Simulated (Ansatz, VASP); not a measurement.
Ti: VASP beside Ansatz

```
CELL_PARAMETERS angstrom
0.00000 2.10376 2.05586
2.05586 0.00000 2.05586
2.05586 2.10376 0.00000
ATOMIC_POSITIONS crystal
Ti 0.00000 0.00000 0.00000
```

Change from the starting cell: normal strain along x +0.0000, normal strain along y +0.0233.

Alike in both runs: task single point; functional PBE; k mesh 18 × 18 × 18; occupations gaussian, width 0.15 eV; no spin polarisation.

```csv
,VASP,Ansatz
version,VASP 6.6.1,Ansatz 0.2.0
potentials or method,"VASP PAW PBE potentials, release 64 (Ti_sv), cutoff 520 eV","scalar-relativistic, plane waves, PAW"
valence electrons in the cell,12,12
```

```tsv
	VASP	Ansatz	Ansatz less VASP
gap on the k mesh at the Fermi level (eV)	none	none	-
pressure (GPa)	-2.5	-2.3	+0.22
traceless stress, the component that is largest in VASP (GPa)	-0.54	-0.54	+0.001
```

A gap of «none» marks a metal or a gap that the smearing closes. With one functional, cell and mesh, what is left measures potentials, basis and numerics.
